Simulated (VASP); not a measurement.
# Ge2As in VASP: a series of runs, part 2 of 2

VASP 6.6.1. Earlier steps stand in the parts before.

**4. Single point, PBE**

Input file INCAR:

```
PREC     = Accurate       # precision mode
ENCUT    = 410            # plane-wave cutoff, eV
EDIFF    = 1E-6           # SCF threshold, eV
ISMEAR   = -1             # smearing method
SIGMA    = 0.1861         # smearing width, eV
LREAL    = Auto         
LASPH    = True           # aspherical terms in the spheres
NELM     = 120            # most SCF steps
ALGO     = Normal         # electronic algorithm
ISIF     = 2              # what is computed and relaxed
LWAVE    = False          # write WAVECAR
LCHARG   = False          # write CHGCAR
GGA      = PE             # functional
ISYM     = -1           
NBANDS   = 132            # bands
GGA_COMPAT= False
```

Input file KPOINTS:

```
explicit points
1
Reciprocal
  0.25000000   0.25000000   0.25000000 1
```

Input file POSCAR:

```
Ge2As
1.0
    8.2985660000      0.1181100000      0.0324410000
    0.1181100000      7.7552490000     -0.1054300000
    0.0324410000     -0.1054300000      7.8345330000
As Ge
7 14
Direct
    0.6110090568      0.1774928906      0.8408597335
    0.6562538582      0.1935218665      0.1298720012
    0.4344704314      0.8064915159      0.8674743913
    0.7581368225      0.5547797395      0.4108845685
    0.6025430480      0.6072031448      0.0799292477
    0.9042893337      0.9506769720      0.4393460112
    0.2079482144      0.0857289976      0.0324147413
    0.1886552913      0.6354216661      0.7865343525
    0.5883397805      0.9775536221      0.4704122310
    0.3768423170      0.3311338004      0.0487329998
    0.4532356230      0.6064157480      0.6492249117
    0.4752855416      0.9250284859      0.1530609438
    0.8249566299      0.9520473911      0.9635227701
    0.1443579543      0.2765078410      0.4856708250
    0.2190617338      0.8038585076      0.3945012703
    0.8811150046      0.4537152407      0.0861155280
    0.5306822519      0.3564947059      0.4589783940
    0.1783798985      0.4950267096      0.2365535819
    0.7822694940      0.7883176697      0.6449176648
    0.9205451905      0.1352830326      0.7179094764
    0.2094126328      1.0520884798      0.7038400544
```

Potentials or basis: VASP PAW PBE potentials, release 64 (As, Ge_d).

On the command line:

```
cat potpaw_PBE.64/As/POTCAR potpaw_PBE.64/Ge_d/POTCAR > POTCAR
mpirun -np 1 vasp_std > vasp.out
```

OUTCAR:

```text
PREC = Accurate
   ENCUT = 410
   EDIFF = 1E-6
   ISMEAR = -1
   LREAL = Auto
   LASPH = True
   NELM = 120
   ISIF = 2
   GGA = PE
   ISYM = -1

 ion  position               nearest neighbor table
   1  0.611  0.177  0.841-   2 2.30  13 2.66  20 2.74  10 2.75
   2  0.656  0.194  0.130-   1 2.30  12 2.61  10 2.61  13 2.62  16 2.81
   3  0.434  0.806  0.867-  11 2.28  12 2.43   8 2.54   5 2.67
   4  0.758  0.555  0.411-  17 2.50  19 2.56  16 2.82
   5  0.603  0.607  0.080-  16 2.57   3 2.67  12 2.70  10 2.89
   6  0.904  0.951  0.439-  19 2.32  20 2.58   9 2.63  15 2.83
   7  0.208  0.086  0.032-  10 2.40  21 2.58  12 2.70
   8  0.189  0.635  0.787-  11 2.44   3 2.54
   9  0.588  0.978  0.470-  19 2.57   6 2.63  12 2.69
  10  0.377  0.331  0.049-   7 2.40  18 2.50   2 2.61   1 2.75   5 2.89
  11  0.453  0.606  0.649-   3 2.28   8 2.44  17 2.48
  12  0.475  0.925  0.153-   3 2.43   2 2.61   9 2.69   5 2.70   7 2.70
  13  0.825  0.952  0.964-  20 2.56   2 2.62   1 2.66  19 2.80
  14  0.144  0.277  0.486-  21 2.52  18 2.64  20 2.85
  15  0.219  0.804  0.395-  18 2.70   6 2.83
  16  0.881  0.454  0.086-   5 2.57  18 2.77   2 2.81   4 2.82
  17  0.531  0.356  0.459-  11 2.48   4 2.50
  18  0.178  0.495  0.237-  10 2.50  14 2.64  15 2.70  16 2.77
[... 154 lines left out ...]
      1     -20.7540      2.00000
      2     -20.7447      2.00000
      3     -20.7369      2.00000
      4     -20.7254      2.00000
      5     -20.7187      2.00000
      6     -20.7108      2.00000
[... 119 lines left out ...]
    126       6.1446      0.00009
    127       6.2557      0.00005
 [bands above 127 left out]

------------------------ aborting loop because EDIFF is reached ----------------------------------------

  FORCE on cell =-STRESS in cart. coord.  units (eV):
  Direction    XX          YY          ZZ          XY          YZ          ZX
  --------------------------------------------------------------------------------------
  -------------------------------------------------------------------------------------
  Total        4.2873392      5.4194207     14.3399375      2.1537039      2.1804694     -6.4875049
  in kB       13.6291217     17.2279216     45.5855586      6.8464592      6.9315447    -20.6232793
  external PRESSURE =      25.4808673 kB  Pullay stress =       0.0000000 kB

 VOLUME and BASIS-vectors are now :
 -----------------------------------------------------------------------------
  energy-cutoff  :      410.00
  volume of cell :      504.00
      direct lattice vectors                 reciprocal lattice vectors
     8.298566000  0.118110000  0.032441000     0.120531022 -0.001842772 -0.000523890
     0.118110000  7.755249000 -0.105430000    -0.001842772  0.128996693  0.001743550
     0.032441000 -0.105430000  7.834533000    -0.000523890  0.001743550  0.127665659

 POSITION                                       TOTAL-FORCE (eV/Angst)
 -----------------------------------------------------------------------------------
      5.11874      1.36002      6.58885        -0.218778      0.206949     -2.826792
      5.47304      1.56463      1.01837         1.466176      0.346697      2.064364
      3.72888      6.21440      6.72532        -0.024039      0.960858      0.044810
      6.37030      4.34868      3.18519         0.504655     -0.580670     -1.107902
      5.07455      4.77175      0.58174         0.074171      0.284432      0.367483
      7.63084      7.43322      3.37118         1.205748      1.564011     -1.731821
[... 13 lines left out ...]
      7.67847      1.08219      5.64009        -0.693451      1.110189      0.054637
      1.76681      0.35449      5.51556         1.215708     -1.219875      0.019035
 -----------------------------------------------------------------------------------
    total drift:                                0.000852     -0.006149     -0.005627

  FREE ENERGIE OF THE ION-ELECTRON SYSTEM (eV)
  ---------------------------------------------------
  free  energy   TOTEN  =       -85.2911532008 eV

  energy  without entropy=      -84.0552203200  energy(sigma->0) =      -84.67318676
```

Wall time 2.4 min (1 thread of Intel Xeon Platinum 8259CL at 2.50GHz (Skylake/Cascade Lake), shared host); peak memory 0.38 GiB.

What came out:

* Free energy: -85.2912 eV
* Pressure: 2.5 GPa
* Largest force: 2.843 eV/Å
* Band gap on the k mesh: zero (an odd number of electrons rules out a gap without spin polarisation)

Forces in eV/Å, atoms in the order of the input:
```
As  -0.219  0.207 -2.827
As   1.466  0.347  2.064
As  -0.024  0.961  0.045
As   0.505 -0.581 -1.108
As   0.074  0.284  0.367
As   1.206  1.564 -1.732
As  -0.900 -0.283  0.710
Ge  -1.261 -0.071 -0.068
Ge  -0.614  0.383 -0.023
Ge   0.094  1.071 -0.509
Ge   0.078 -1.155 -1.577
Ge  -0.483  0.019  1.468
Ge   0.255 -1.116  0.323
Ge   0.026  0.515 -0.207
Ge   0.272  0.003  0.435
Ge  -0.092 -0.232  0.555
Ge  -0.059 -0.680 -0.189
Ge  -0.260  0.520  0.460
Ge  -0.587 -1.646  1.740
Ge  -0.693  1.110  0.055
Ge   1.216 -1.220  0.019
```

Stress tensor (GPa, compression positive):
```
 1.36  0.68 -2.06
 0.68  1.72  0.69
-2.06  0.69  4.56
```

Levels at points of the mesh, in eV from the Fermi level:
```csv
k point,band 112,band 113,band 114,band 115,band 116,band 117,band 118,band 119
"(0.25, 0.25, 0.25)",-0.74,-0.62,-0.46,-0.21,0.09,0.23,0.35,0.41
```

Caveat: the atoms stand as in a frame of molecular dynamics.

**5. Summary**

```tsv
cell	gap on the mesh (eV)	pressure (GPa)	largest force (eV/Å)
as given, atomic positions A	none	0.5	2.34
as given, atomic positions B	none	1.1	2.41
as given, atomic positions C	none	2.5	2.84
```

Alike in all rows: task single point; level PBE; potentials or basis VASP PAW PBE potentials, release 64 (As, Ge_d); no spin polarisation; k mesh 1 × 1 × 1, shifted; cutoff (eV) 410; smearing fermi-dirac 0.1861 eV.

Caveats: the atoms stand as in a frame of molecular dynamics.

Absolute energies hang on the potentials; compare differences alone.
